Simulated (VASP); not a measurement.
Set up this calculation in VASP 6.6.1, as the native input.

* Task: single point
* Functional: PBE
* Potentials or basis: VASP PAW PBE potentials, release 64 (Cd, Se)
* Cutoff: 520 eV
* k mesh: 1 × 1 × 15
* Occupations: gaussian, width 0.05 eV
* Spin: collinear spin, ferromagnetic start
* Starting moments: [0.5, 0.5] μB
* Dipole correction: no
* Further INCAR settings: ALGO = Normal; EDIFF = 1e-06; NBANDS = 20

The structure of CdSe lies in POSCAR:

```
CdSe
1.0
   10.1000000000      0.0000000000      0.0000000000
    0.0000000000      9.3000000000      0.0000000000
    0.0000000000      0.0000000000      4.5345148041
Cd Se
1 1
Direct
    0.4515840907      0.5000000000      0.0000000000
    0.5484159093      0.5000000000      0.5000000000
```

These files were run (other wordings do the same):

INCAR

```
PREC     = Accurate       # precision mode
ENCUT    = 520            # plane-wave cutoff, eV
EDIFF    = 1E-6           # SCF threshold, eV
ISMEAR   = 0              # smearing method
SIGMA    = 0.05           # smearing width, eV
LREAL    = False          # projectors in reciprocal space
LASPH    = True           # aspherical terms in the spheres
NELM     = 150            # most SCF steps
ALGO     = Normal         # electronic algorithm
ISIF     = 2              # what is computed and relaxed
LWAVE    = False          # write WAVECAR
LCHARG   = False          # write CHGCAR
ISPIN    = 2              # spin polarisation
MAGMOM   = 0.5 0.5        # initial moments
LORBIT   = 11             # projections on sites
GGA      = PE             # functional
NBANDS   = 20             # bands
```

KPOINTS

```
regular mesh
0
Gamma
  1 1 15
```

Potentials or basis: VASP PAW PBE potentials, release 64 (Cd, Se).

Command:

```console
$ cat potpaw_PBE.64/Cd/POTCAR potpaw_PBE.64/Se/POTCAR > POTCAR
$ mpirun -np 1 vasp_std > vasp.out
```

It gave:

```
Largest force                                         : 0.052 eV/Å
Band gap on the k mesh                                : 1.69 eV, indirect (least direct gap 2.23 eV)
Net moment                                            : 0.00 μB per cell
Valence electrons inside the program's atomic spheres : Cd 10.30; Se 3.81
```

Wall time 96 s on 1 thread of Intel(R) Xeon(R) 6975P-C (Granite Rapids) (shared host), peak memory 0.64 GiB.
